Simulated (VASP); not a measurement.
# Li2CaO2 (P-3m1) in VASP: single point with PBE

Aim: the single point of Li2CaO2 with PBE.

Everything below comes from runs of VASP 6.6.1. Logs are shortened: lines on timing, memory, paths and dates and some standing lists are left out, and cuts for length are marked.

## Step 1: The cell of the first run

The structure is trigonal, space group P-3m1 (No. 164). The conventional cell has a = 3.360 Å, b = 3.360 Å, c = 5.472 Å, α = 90.00°, β = 90.00°, γ = 120.00°. Li (site symmetry 3m) has 4 O at 1.97 to 2.06 Å and 3 Li at 2.32 Å within 2.6 Å. Within 3.2 Å of Ca (site symmetry -3m) lie 6 O at 2.39 Å and 6 Li at 2.86 Å. Within 2.6 Å of O (site symmetry 3m) lie 4 Li at 1.97 to 2.06 Å and 3 Ca at 2.39 Å.

## Step 2: Single point, PBE

POSCAR

```
Li2CaO2
1.0
    3.3597039113      0.0000000000      0.0000000000
   -1.6798519557      2.9095889364      0.0000000000
    0.0000000000      0.0000000000      5.4717747976
Li Ca O
2 1 2
Direct
    0.3333333333      0.6666666667      0.8839502270
    0.6666666667      0.3333333333      0.1160497730
    0.0000000000      0.0000000000      0.5000000000
    0.3333333333      0.6666666667      0.2437330843
    0.6666666667      0.3333333333      0.7562669157
```

INCAR.step1

```
SYSTEM = Li2CaO2
  PREC = Accurate
  ENCUT = 520
  EDIFF = 1E-6
  ISMEAR = 0
  SIGMA = 0.02
  LREAL = .False.
  LASPH = .True.
  NELM = 80
  ALGO = Normal
  ISIF = 2
  LWAVE = .False.
  LCHARG = .True.
  GGA = PE
  NBANDS = 22
```

KPOINTS.step1

```
regular mesh
0
Gamma
  12 12 4
  0 0 0
```

INCAR.step2

```
SYSTEM = Li2CaO2
  PREC = Accurate
  ENCUT = 520
  EDIFF = 1E-6
  ISMEAR = -5
  SIGMA = 0.02
  LREAL = .False.
  LASPH = .True.
  NELM = 80
  ALGO = Normal
  ISIF = 2
  LWAVE = .False.
  LCHARG = .False.
  GGA = PE
  LORBIT = 11
  NEDOS = 2001
  ICHARG = 11
```

KPOINTS.step2

```
regular mesh
0
Gamma
  18 18 6
  0 0 0
```

Potentials or basis: VASP PAW PBE potentials, release 64 (Li_sv, Ca_sv, O).

Run with:

```sh
$ cat potpaw_PBE.64/Li_sv/POTCAR potpaw_PBE.64/Ca_sv/POTCAR potpaw_PBE.64/O/POTCAR > POTCAR
$ cp INCAR.step1 INCAR
$ cp KPOINTS.step1 KPOINTS
$ mpirun -np 1 vasp_std > vasp.out
$ cp INCAR.step2 INCAR
$ cp KPOINTS.step2 KPOINTS
$ mpirun -np 1 vasp_std > vasp.out
```

OUTCAR:

```text
SYSTEM = Li2CaO2
   PREC = Accurate
   ENCUT = 520
   EDIFF = 1E-6
   ISMEAR = -5
   LREAL = .False.
   LASPH = .True.
   NELM = 80
   ISIF = 2
   GGA = PE
   LORBIT = 11
   ICHARG = 11

 ion  position               nearest neighbor table
   1  0.333  0.667  0.884-   4 1.97   5 2.06   5 2.06   5 2.06   2 2.32   2 2.32   2 2.32   3 2.86
                             3 2.86   3 2.86
   2  0.667  0.333  0.116-   5 1.97   4 2.06   4 2.06   4 2.06   1 2.32   1 2.32   1 2.32   3 2.86
                             3 2.86   3 2.86
   3  0.000  0.000  0.500-   4 2.39   5 2.39   5 2.39   4 2.39   5 2.39   4 2.39   1 2.86   2 2.86
                             1 2.86   2 2.86   2 2.86   1 2.86
   4  0.333  0.667  0.244-   1 1.97   2 2.06   2 2.06   2 2.06   3 2.39   3 2.39   3 2.39
   5  0.667  0.333  0.756-   2 1.97   1 2.06   1 2.06   1 2.06   3 2.39   3 2.39   3 2.39

  LATTYP: Found a hexagonal cell.
 ALAT       =     3.3597039113
 C/A-ratio  =     1.6286479232

  Lattice vectors:

 A1 = (   3.3597039113,   0.0000000000,   0.0000000000)
 A2 = (  -1.6798519557,   2.9095889364,   0.0000000000)
 A3 = (   0.0000000000,   0.0000000000,   5.4717747976)

Analysis of symmetry for initial positions (statically):
=====================================================================
 Subroutine PRICEL returns:
 Original cell was already a primitive cell.

 Routine SETGRP: Setting up the symmetry group for a
 hexagonal supercell.

 Subroutine GETGRP returns: Found 12 space group operations
 (whereof 12 operations were pure point group operations)
 out of a pool of 24 trial point group operations.

The static configuration has the point symmetry D_3d.

Analysis of symmetry for dynamics (positions and initial velocities):
=====================================================================
 Subroutine PRICEL returns:
 Original cell was already a primitive cell.

 Routine SETGRP: Setting up the symmetry group for a
 hexagonal supercell.

 Subroutine GETGRP returns: Found 12 space group operations
 (whereof 12 operations were pure point group operations)
 out of a pool of 24 trial point group operations.

The dynamic configuration has the point symmetry D_3d.

 Subroutine INISYM returns: Found 12 space group operations
 (whereof 12 operations are pure point group operations),
 and found     1 'primitive' translations

----------------------------------------------------------------------------------------

                                     Primitive cell

  volume of cell :      53.4886

  direct lattice vectors                    reciprocal lattice vectors
     3.359703911  0.000000000  0.000000000     0.297645277  0.171845581  0.000000000
    -1.679851956  2.909588936  0.000000000     0.000000000  0.343691161  0.000000000
     0.000000000  0.000000000  5.471774798     0.000000000  0.000000000  0.182756059

  length of vectors
     3.359703911  3.359703911  5.471774798     0.343691161  0.343691161  0.182756059

  position of ions in fractional coordinates (direct lattice)
     0.333333333  0.666666667  0.883950227
     0.666666667  0.333333333  0.116049773
     0.000000000  0.000000000  0.500000000
     0.333333333  0.666666667  0.243733084
     0.666666667  0.333333333  0.756266916

  ion indices of the primitive-cell ions
   primitive index   ion index
                 1           1
                 2           2
                 3           3
                 4           4
                 5           5

----------------------------------------------------------------------------------------

 KPOINTS: regular mesh

Automatic generation of k-mesh.
 Grid dimensions read from file:
 generate k-points for:   18   18    6

 Generating k-lattice:

  Cartesian coordinates                     Fractional coordinates (reciprocal lattice)
     0.016535849  0.009546977  0.000000000     0.055555556  0.000000000  0.000000000
     0.000000000  0.019093953  0.000000000     0.000000000  0.055555556  0.000000000
     0.000000000  0.000000000  0.030459343     0.000000000  0.000000000  0.166666667

  Length of vectors
     0.019093953  0.019093953  0.030459343

  Shift w.r.t. Gamma in fractional coordinates (k-lattice)
     0.000000000  0.000000000  0.000000000

 TETIRR: Found   2825 inequivalent tetrahedra from    11664

 Subroutine IBZKPT returns following result:
 ===========================================

 Found    202 irreducible k-points:

 Following reciprocal coordinates:
            Coordinates               Weight
  0.000000  0.000000  0.000000      1.000000
  0.055556  0.000000  0.000000      6.000000
  0.111111  0.000000  0.000000      6.000000
  0.166667  0.000000  0.000000      6.000000
  0.222222  0.000000  0.000000      6.000000
  0.277778  0.000000  0.000000      6.000000
[... 16 lines left out ...]
  0.333333  0.111111  0.000000     12.000000
  0.388889  0.111111  0.000000     12.000000
 [... further k-points ...]
   k-points           NKPTS =    202   k-points in BZ     NKDIM =    202   number of bands    NBANDS=     18
   number of dos      NEDOS =   2001   number of ions     NIONS =      5
   total plane-waves  NPLWV =  32928
   dimension x,y,z NGX =    28 NGY =   28 NGZ =   42
   dimension x,y,z NGXF=    56 NGYF=   56 NGZF=   84
   ions per type =               2   1   2
   NGX,Y,Z   is equivalent  to a cutoff of  13.86, 13.86, 12.76 a.u.
   NGXF,Y,Z  is equivalent  to a cutoff of  27.71, 27.71, 25.52 a.u.
 SYSTEM =  Li2CaO2
   PREC   = accura    normal or accurate (medium, high low for compatibility)
   ISTART =      0    job   : 0-new  1-cont  2-samecut
   ICHARG =     11    charge: 1-file 2-atom 10-const
   ISPIN  =      1    spin polarized calculation?
   LNONCOLLINEAR =      F non collinear calculations
   LSORBIT =      F    spin-orbit coupling
   LASPH  =      T    aspherical Exc in radial PAW
   ENCUT  =  520.0 eV  38.22 Ry    6.18 a.u.   6.25  6.25 10.17*2*pi/ulx,y,z
   NELM   =     80;   NELMIN=  2; NELMDL=  0     # of ELM steps
   EDIFF  = 0.1E-05   stopping-criterion for ELM
   LREAL  =      F    real-space projection
   EDIFFG = 0.1E-04   stopping-criterion for IOM
   NSW    =      0    number of steps for IOM
   IBRION =     -1    ionic relax: 0-MD 1-quasi-New 2-CG
   NFREE  =      0    steps in history (QN), initial steepest desc. (CG)
   ISIF   =      2    stress and relaxation
   ISYM   =      2    0-nonsym 1-usesym 2-fastsym
   POTIM  = 0.5000    time-step for ionic-motion
   TEBEG  =    0.0;   TEEND  =   0.0 temperature during run
   PSTRESS=    0.0 pullay stress
   NELECT =      28.0000    total number of electrons
   NUPDOWN=      -1.0000    fix difference up-down
   EMIN   =  10.00;   EMAX   =-10.00  energy-range for DOS
   EFERMI =   0.00;   METHOD = LEGACY
   ISMEAR =    -5;   SIGMA  =   0.02  broadening in eV -4-tet -1-fermi 0-gaus
   EFERMI_NEDOS =   21; number of points for ismear=-14 and -15
   IALGO  =     38    algorithm
   IMIX   =      4    mixing-type and parameters
     AMIX     =   0.40;   BMIX     =  1.00
     AMIX_MAG =   1.60;   BMIX_MAG =  1.00
  volume/ion in A,a.u.               =      10.70        72.19
  Fermi-wavevector in a.u.,A,eV,Ry     =   1.319392  2.493290 23.684962  1.740796
  Thomas-Fermi vector in A             =   2.449294
   LORBIT       =     11    0 simple, 1 ext, 2 COOP (PROOUT), +10 PAW based schemes
   GGA     = PE    functional components
   LHFCALC =     F    Hartree Fock is set to
   AEXX    =    0.0000 exact exchange contribution
   IVDW    =     0    specifies the selected vdW correction
   LEPSILON=     F    determine dielectric tensor
   LRPA    =     F    only Hartree local field effects (RPA)
 non-spin polarized calculation
 Fermi weights with tetrahedron method with Bloechl corrections
  energy-cutoff  :      520.00
  volume of cell :       53.49
 maximum number of plane-waves:      1458
 NGX is ok and might be reduce to    28

 number of electron      28.0000002 magnetization

 Free energy of the ion-electron system (eV)
  ---------------------------------------------------
  ext. energy  EPLUGINS =         0.00000000
  ---------------------------------------------------
  free energy    TOTEN  =       -27.04007678 eV

  energy without entropy =      -27.04007678  energy(sigma->0) =      -27.04007678

 E-fermi :   1.7777     XC(G=0): -10.0320

 val. band max:        1.7610298910   @ k =   0.0000   0.0000   0.0000
 cond. band min:       6.4158640356   @ k =   0.5000   0.0000   0.0000
 fundamental gap:      4.6548341445
 Fermi energy:         1.7777175156

 k-point     1 :       0.0000    0.0000    0.0000
  band No.  band energies     occupation
      1     -41.3531      2.00000
      2     -41.1966      2.00000
      3     -35.7804      2.00000
      4     -17.2305      2.00000
      5     -16.6174      2.00000
      6     -16.6174      2.00000
[... 10 lines left out ...]
     17       8.8992      0.00000
     18       8.8992      0.00000

 k-point     2 :       0.0556    0.0000    0.0000
  band No.  band energies     occupation
      1     -41.3519      2.00000
      2     -41.1975      2.00000
      3     -35.7781      2.00000
      4     -17.2202      2.00000
      5     -16.6470      2.00000
      6     -16.6213      2.00000
[... 10 lines left out ...]
     17       8.7764      0.00000
     18       8.9435      0.00000

 k-point     3 :       0.1111    0.0000    0.0000
  band No.  band energies     occupation
      1     -41.3481      2.00000
      2     -41.2000      2.00000
      3     -35.7715      2.00000
      4     -17.1904      2.00000
      5     -16.7294      2.00000
      6     -16.6325      2.00000
[... 10 lines left out ...]
     17       8.5751      0.00000
     18       9.0723      0.00000

 k-point     4 :       0.1667    0.0000    0.0000
  band No.  band energies     occupation
      1     -41.3422      2.00000
      2     -41.2043      2.00000
      3     -35.7615      2.00000
      4     -17.1451      2.00000
      5     -16.8475      2.00000
      6     -16.6497      2.00000
[... 10 lines left out ...]
     17       8.5907      0.00000
     18       9.2777      0.00000

 k-point     5 :       0.2222    0.0000    0.0000
  band No.  band energies     occupation
      1     -41.3344      2.00000
      2     -41.2100      2.00000
      3     -35.7491      2.00000
      4     -17.0985      2.00000
      5     -16.9719      2.00000
      6     -16.6706      2.00000
[... 10 lines left out ...]
     17       8.7558      0.00000
     18       9.5455      0.00000

 k-point     6 :       0.2778    0.0000    0.0000
  band No.  band energies     occupation
      1     -41.3251      2.00000
      2     -41.2171      2.00000
      3     -35.7358      2.00000
      4     -17.1508      2.00000
      5     -16.9906      2.00000
      6     -16.6928      2.00000
[... 307 lines left out ...]
 k-point    21 :       0.2222    0.1111    0.0000
  band No.  band energies     occupation
      1     -41.3220      2.00000
      2     -41.2195      2.00000
      3     -35.7318      2.00000
      4     -17.1463      2.00000
      5     -16.9943      2.00000
      6     -16.7265      2.00000
[... 10 lines left out ...]
     17       8.6760      0.00000
     18      10.1482      0.00000

 k-point    22 :       0.2778    0.1111    0.0000
  band No.  band energies     occupation
      1     -41.3122      2.00000
      2     -41.2275      2.00000
      3     -35.7200      2.00000
      4     -17.2509      2.00000
      5     -16.9343      2.00000
      6     -16.7559      2.00000
[... 10 lines left out ...]
     17       9.0908      0.00000
     18      10.4069      0.00000

 k-point    23 :       0.3333    0.1111    0.0000
  band No.  band energies     occupation
      1     -41.3024      2.00000
      2     -41.2356      2.00000
      3     -35.7104      2.00000
      4     -17.3337      2.00000
      5     -16.8816      2.00000
      6     -16.7810      2.00000
[... 10 lines left out ...]
     17       9.4815      0.00000
     18      10.5405      0.00000

 k-point    24 :       0.3889    0.1111    0.0000
  band No.  band energies     occupation
      1     -41.2944      2.00000
      2     -41.2426      2.00000
      3     -35.7041      2.00000
      4     -17.3863      2.00000
      5     -16.8429      2.00000
      6     -16.8006      2.00000
[... 10 lines left out ...]
     17       9.8155      0.00000
     18      10.5230      0.00000

 [... further k-points ...]
[... 5 lines left out ...]
  --------------------------------------------------------------------------------------
  -------------------------------------------------------------------------------------
  Total        0.0961467      0.0961467      0.1302800     -0.0000000      0.0000000     -0.0000000
  in kB        2.8799443      2.8799443      3.9023603     -0.0000000      0.0000000     -0.0000000
  external PRESSURE =       3.2207496 kB  Pullay stress =       0.0000000 kB

 VOLUME and BASIS-vectors are now :
 -----------------------------------------------------------------------------
  energy-cutoff  :      520.00
  volume of cell :       53.49
      direct lattice vectors                 reciprocal lattice vectors
     3.359703911  0.000000000  0.000000000     0.297645277  0.171845581  0.000000000
    -1.679851956  2.909588936  0.000000000     0.000000000  0.343691161  0.000000000
     0.000000000  0.000000000  5.471774798     0.000000000  0.000000000  0.182756059

 POSITION                                       TOTAL-FORCE (eV/Angst)
 -----------------------------------------------------------------------------------
     -0.00000      1.93973      4.83678         0.000000      0.000000     -0.009845
      1.67985      0.96986      0.63500        -0.000000      0.000000      0.009845
      0.00000      0.00000      2.73589        -0.000000      0.000000      0.000000
     -0.00000      1.93973      1.33365        -0.000000     -0.000000     -0.027933
      1.67985      0.96986      4.13812         0.000000      0.000000      0.027933
 -----------------------------------------------------------------------------------
    total drift:                                0.000000      0.000000     -0.000000

  FREE ENERGIE OF THE ION-ELECTRON SYSTEM (eV)
  ---------------------------------------------------
  free  energy   TOTEN  =       -27.0400767791 eV

  energy  without entropy=      -27.0400767791  energy(sigma->0) =      -27.04007678

 total charge

# of ion       s       p       d       tot
------------------------------------------
    1        2.031   0.075   0.000   2.106
    2        2.031   0.075   0.000   2.106
    3        2.044   5.883   0.316   8.243
    4        1.543   3.466   0.000   5.009
    5        1.543   3.466   0.000   5.009
--------------------------------------------------
tot          9.191  12.965   0.316  22.472
```

Run time: 98 s. Hardware: 1 thread of Intel Xeon 6975P-C (Granite Rapids), shared host; peak memory 0.32 GiB.

Results:

| Property | Result |
| --- | --- |
| Valence electrons inside the program's atomic spheres | Li 2.11; Ca 8.24; O 5.01 |

Caveat: the cutoff is under 1.25 times the usual one of these potentials, so pressure, stress and relaxed cells hold a basis-set (Pulay) error.
